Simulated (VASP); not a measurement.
# Sb (P4/mmm) in VASP: further runs, part 2 of 2

VASP 6.6.1. Earlier steps stand in the parts before.

### Step 3. Single point, PBE (zz strain of -1 %)

Contents of INCAR:

```
SYSTEM = Sb
PREC = Accurate ; ENCUT = 520
EDIFF = 1E-6 ; ISMEAR = -1
SIGMA = 0.05 ; LREAL = .False.
LASPH = .True. ; NELM = 80
ALGO = Normal ; ISIF = 2
LWAVE = .False. ; LCHARG = .False.
GGA = PE ; NBANDS = 8
```

Contents of KPOINTS:

```
Automatic mesh
0
Gamma
  13 13 13
  0 0 0
```

Contents of POSCAR:

```
Sb
1.0
    3.1600000000      0.0000000000      0.0000000000
    0.0000000000      3.1600000000      0.0000000000
    0.0000000000      0.0000000000      3.1284000000
Sb
1
Direct
    0.0000000000      0.0000000000      0.0000000000
```

Potentials or basis: VASP PAW PBE potentials, release 64 (Sb).

Launch:

```bash
$ cat potpaw_PBE.64/Sb/POTCAR > POTCAR
$ mpirun -np 1 vasp_std > vasp.out
```

OUTCAR:

```text
SYSTEM = Sb
   PREC = Accurate
   ENCUT = 520
   EDIFF = 1E-6
   ISMEAR = -1
   LREAL = .False.
   LASPH = .True.
   NELM = 80
   ISIF = 2
   GGA = PE

 ion  position               nearest neighbor table
   1  0.000  0.000  0.000-

  LATTYP: Found a simple tetragonal cell.
 ALAT       =     3.1600000000
 C/A-ratio  =     0.9900000000

  Lattice vectors:

 A1 = (   3.1600000000,   0.0000000000,   0.0000000000)
 A2 = (   0.0000000000,   3.1600000000,   0.0000000000)
 A3 = (   0.0000000000,   0.0000000000,   3.1284000000)
[... 442 lines left out ...]
      8      19.9056      0.00000

 [... further k-points ...]

------------------------ aborting loop because EDIFF is reached ----------------------------------------

  FORCE on cell =-STRESS in cart. coord.  units (eV):
  Direction    XX          YY          ZZ          XY          YZ          ZX
  --------------------------------------------------------------------------------------
  -------------------------------------------------------------------------------------
  Total       -0.5015031     -0.5015031     -0.2148601      0.0000000     -0.0000000      0.0000000
  in kB      -25.7209942    -25.7209942    -11.0197054      0.0000000     -0.0000000      0.0000000
  external PRESSURE =     -20.8205646 kB  Pullay stress =       0.0000000 kB

 VOLUME and BASIS-vectors are now :
 -----------------------------------------------------------------------------
  energy-cutoff  :      520.00
  volume of cell :       31.24
      direct lattice vectors                 reciprocal lattice vectors
     3.160000000  0.000000000  0.000000000     0.316455696  0.000000000  0.000000000
     0.000000000  3.160000000  0.000000000     0.000000000  0.316455696  0.000000000
     0.000000000  0.000000000  3.128400000     0.000000000  0.000000000  0.319652218

 POSITION                                       TOTAL-FORCE (eV/Angst)
 -----------------------------------------------------------------------------------
      0.00000      0.00000      0.00000         0.000000      0.000000      0.000000
 -----------------------------------------------------------------------------------
    total drift:                                0.000000      0.000000      0.000000

  FREE ENERGIE OF THE ION-ELECTRON SYSTEM (eV)
  ---------------------------------------------------
  free  energy   TOTEN  =        -4.0971501268 eV

  energy  without entropy=       -4.0941974103  energy(sigma->0) =       -4.09567377
```

OSZICAR:

```text
N       E                     dE             d eps       ncg     rms          rms(c)
DAV:   1     0.498450028698E+01    0.49845E+01   -0.16698E+03  3168   0.409E+02
DAV:   2    -0.397789278199E+01   -0.89624E+01   -0.86687E+01  4416   0.513E+01
DAV:   3    -0.409195985144E+01   -0.11407E+00   -0.11402E+00  3920   0.656E+00
DAV:   4    -0.409246521174E+01   -0.50536E-03   -0.50536E-03  4760   0.522E-01
DAV:   5    -0.409246726211E+01   -0.20504E-05   -0.20498E-05  4056   0.218E-02    0.178E+00
DAV:   6    -0.409520697377E+01   -0.27397E-02   -0.10328E-03  4144   0.203E-01    0.105E+00
DAV:   7    -0.409709412614E+01   -0.18872E-02   -0.24700E-03  3608   0.309E-01    0.794E-02
DAV:   8    -0.409714634823E+01   -0.52222E-04   -0.83828E-05  4352   0.622E-02    0.709E-03
DAV:   9    -0.409714966603E+01   -0.33178E-05   -0.24787E-06  4264   0.101E-02    0.206E-03
DAV:  10    -0.409715012679E+01   -0.46076E-06   -0.92060E-07  4024   0.512E-03
   1 F= -.40971501E+01 E0= -.40956738E+01  d E =-.295272E-02
```

stdout:

```text
POSCAR found type information on POSCAR Sb
 POSCAR found :  1 types and       1 ions
 scaLAPACK will be used
 LDA part: xc-table for (Slater+PW92), standard interpolation
 POSCAR, INCAR and KPOINTS ok, starting setup
 FFT: planning ... GRIDC
 FFT: planning ... GRID_SOFT
 FFT: planning ... GRID
 WAVECAR not read
 entering main loop
```

Wall time 35 s (1 thread of Intel Xeon 8259CL, shared host); peak memory 0.17 GiB.

Results:

* Free energy: -4.0972 eV
* Pressure: -2.1 GPa

Stress tensor (GPa, compression positive):
```
-2.57  0.00  0.00
 0.00 -2.57  0.00
 0.00  0.00 -1.10
```

Caveat: the cell differs from its parent crystal (zz strain of -1 %); spin-orbit coupling is left out, which moves the levels of the heavy elements.

### Step 4. Single point, PBE (zz strain of +1 %)

Contents of INCAR:

```
  PREC = Accurate
  ENCUT = 520
  EDIFF = 1E-6
  ISMEAR = -1
  SIGMA = 0.05
  LREAL = False
  LASPH = True
  NELM = 80
  ALGO = Normal
  ISIF = 2
  LWAVE = False
  LCHARG = False
  GGA = PE
  NBANDS = 8
```

Contents of KPOINTS:

```
regular mesh
0
Gamma
  13 13 13
```

POSCAR: that of step 3 with these lines changed.

```diff
@@ -4,3 +4,3 @@
     0.0000000000      3.1600000000      0.0000000000
-    0.0000000000      0.0000000000      3.1284000000
+    0.0000000000      0.0000000000      3.1916000000
 Sb
```

Launch:

```bash
$ cat potpaw_PBE.64/Sb/POTCAR > POTCAR
$ mpirun -np 1 vasp_std > vasp.out
```

Wall time 48 s (1 thread of Intel Xeon 8259CL, shared host); peak memory 0.17 GiB.

It converged, with:

| Item | Value |
| --- | --- |
| Free energy | -4.0872 eV |
| Pressure | -3.0 GPa |

Stress tensor (GPa, compression positive):
```
-2.51  0.00  0.00
 0.00 -2.51  0.00
 0.00  0.00 -3.85
```

Levels at points of the mesh, in eV from the Fermi level:
| k point | band 1 | band 2 | band 3 | band 4 | band 5 | band 6 | band 7 |
| --- | --- | --- | --- | --- | --- | --- | --- |
| (0.00, 0.00, 0.00) | -11.95 | 2.87 | 3.13 | 3.13 | 6.73 | 6.86 | 7.83 |

Caveat: the cell differs from its parent crystal (zz strain of +1 %); spin-orbit coupling is left out, which moves the levels of the heavy elements.

### Step 5. Summary

| cell | gap on the mesh (eV) | pressure (GPa) |
| --- | --- | --- |
| a = 3.160, b = 3.160, c = 3.097 Å, 1 atom | none | -1.6 |
| a = 3.160, b = 3.160, c = 3.128 Å, 1 atom | none | -2.1 |
| a = 3.160, b = 3.160, c = 3.192 Å, 1 atom | none | -3.0 |

Alike in all rows: task single point; level PBE; potentials or basis VASP PAW PBE potentials, release 64 (Sb); no spin polarisation; k mesh 13 × 13 × 13; cutoff (eV) 520; smearing fermi-dirac 0.05 eV.

Caveats: spin-orbit coupling is left out, which moves the levels of the heavy elements.

Total energies depend on the potentials used, so only differences within one code and one set of settings carry meaning.
